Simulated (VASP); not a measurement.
Here is a VASP 6.6.1 calculation.

File INCAR:

```
SYSTEM = HPt6
PREC = Accurate ; ENCUT = 520
EDIFF = 1E-6 ; ISMEAR = 0
SIGMA = 0.1 ; LREAL = .False.
LASPH = .True. ; NELM = 60
ALGO = Normal ; ISIF = 2
LWAVE = .False. ; LCHARG = .False.
LDIPOL = .True. ; IDIPOL = 3
DIPOL = 0.5 0.5 0.482 ; GGA = PS
NBANDS = 40
```

File KPOINTS:

```
regular mesh
0
Gamma
  10 7 1
  0 0 0
```

File POSCAR:

```
HPt6
1.0
    2.7704872841      0.0000000000      0.0000000000
    0.0000000000      3.9180606916      0.0000000000
    0.0000000000      0.0000000000     25.9262182103
Pt H
6 1
Direct
    0.5000000000      0.5000000000      0.3278534467
    0.0000000000      0.0000000000      0.3812836705
    0.5000000000      0.5000000000      0.4347138944
    0.0000000000      0.0000000000      0.4875066859
    0.5000000000      0.5000000000      0.5437652710
    0.0000000000      0.0000000000      0.5936420059
    0.0000000000      0.5000000000      0.6019675144
```

Potentials or basis: VASP PAW PBE potentials, release 64 (Pt, H).

Run with:

```bash
$ cat potpaw_PBE.64/Pt/POTCAR potpaw_PBE.64/H/POTCAR > POTCAR
$ mpirun -np 1 vasp_std > vasp.out
```

Q: What does it give for the band gap on the k mesh?

A: Zero (an odd number of electrons rules out a gap without spin polarisation).

Q: What does it give for the largest force?

A: 0.985 eV/Å.

Forces on the atoms (eV/Å):
```
Pt   0.000  0.000  0.906
Pt   0.000  0.000 -0.985
Pt   0.000  0.000  0.106
Pt   0.000  0.000  0.008
Pt   0.000  0.000  0.002
Pt   0.000  0.000 -0.031
H    0.000  0.000 -0.006
```

Caveat: the PAW data sets were made with another functional, which shifts forces and pressure a little; spin-orbit coupling is left out, which moves the levels of the heavy elements.
